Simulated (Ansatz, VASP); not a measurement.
## MnSb: VASP beside Ansatz

```xyz
4
Lattice="4.1500 0.0000 0.0000 -2.0750 3.5940 0.0000 0.0000 0.0000 5.7800" Properties=species:S:1:pos:R:3 pbc="T T T"
Sb    2.0750    1.1980    4.3350
Sb    0.0000    2.3960    1.4450
Mn    0.0000    0.0000    2.8900
Mn    0.0000    0.0000    0.0000
```

Alike in both runs: functional PBEsol-based screened hybrid; k mesh 4 × 4 × 3; occupations fermi-dirac, width 0.05 eV; collinear spin.

|  | VASP | Ansatz |
| --- | --- | --- |
| version | VASP 6.6.1 | Ansatz 0.2.0 |
| potentials or method | VASP PAW PBE potentials, release 64 (Sb, Mn_pv) | Ansatz PAW |
| plane-wave cutoff (eV) | 520 | 420 |
| valence electrons in the cell | 36 | 60 |
| task | single point | band structure |

VASP gave:

| Quantity | Value |
| --- | --- |
| gap on the k mesh at the Fermi level (eV) | none |
| pressure (GPa) | 1.7 |
| traceless stress, the component that is largest in VASP (GPa) | 2.01 |
| net moment per atom (μB) | 2.00 |
| size of the moment on the site where the two differ most (μB) | 0.23 |

**Question.** Which values does Ansatz return?

**Answer.** gap on the k mesh at the Fermi level (eV): none; pressure (GPa): 2.2; traceless stress, the component that is largest in VASP (GPa): 1.85; net moment per atom (μB): 2.00; size of the moment on the site where the two differ most (μB): 0.19.

VASP's potentials were made for PBE, not for PBEsol-based screened hybrid. Site moments also hang on the region over which each program counts them. A gap of «none» marks a metal or a gap that the smearing closes. With one functional, cell and mesh, what is left measures potentials, basis and numerics. VASP's potentials hold 36 valence electrons a cell and Ansatz's 60, so a difference there can come from the potentials and not from the codes.

The k mesh is coarse, so the values compare programs but aren't converged. Spin-orbit coupling is off throughout. Noted on Ansatz's run: the magnetic or orbital state may not be the lowest.
